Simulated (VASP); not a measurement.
SnTe, 2 atoms in the cell. The structure is cubic, space group Fm-3m (No. 225). The conventional cell has a = 6.055 Å, b = 6.055 Å, c = 6.055 Å, α = 90.00°, β = 90.00°, γ = 90.00°. Within 4.0 Å of Te (site symmetry m-3m) lie 6 Sn at 3.03 Å. Sn (site symmetry m-3m) has 6 Te at 3.03 Å within 4.0 Å. 

| Quantity | Value |
| --- | --- |
| Program | VASP 6.6.1 |
| Task | single point |
| Functional | PBE |
| Potentials or basis | VASP PAW PBE potentials, release 64 (Te, Sn_d) |
| Cutoff | 520 eV |
| k mesh | 7 × 7 × 7 |
| Occupations | fermi-dirac, width 0.05 eV |
| Spin | no spin polarisation |
| Dipole correction | no |
| Further INCAR settings | ALGO = Normal; EDIFF = 1e-06; NBANDS = 17 |

Potentials or basis: VASP PAW PBE potentials, release 64 (Te, Sn_d).

Command:

```sh
$ cat potpaw_PBE.64/Te/POTCAR potpaw_PBE.64/Sn_d/POTCAR > POTCAR
$ mpirun -np 1 vasp_std > vasp.out
```

Hardware: 1 thread of Intel Xeon 8259CL (shared host).

Estimate the wall time of this run.

Run time: 30 s on 1 thread of Intel Xeon 8259CL (shared host), peak memory 0.18 GiB. Counts: scf iterations 11, k points 20.
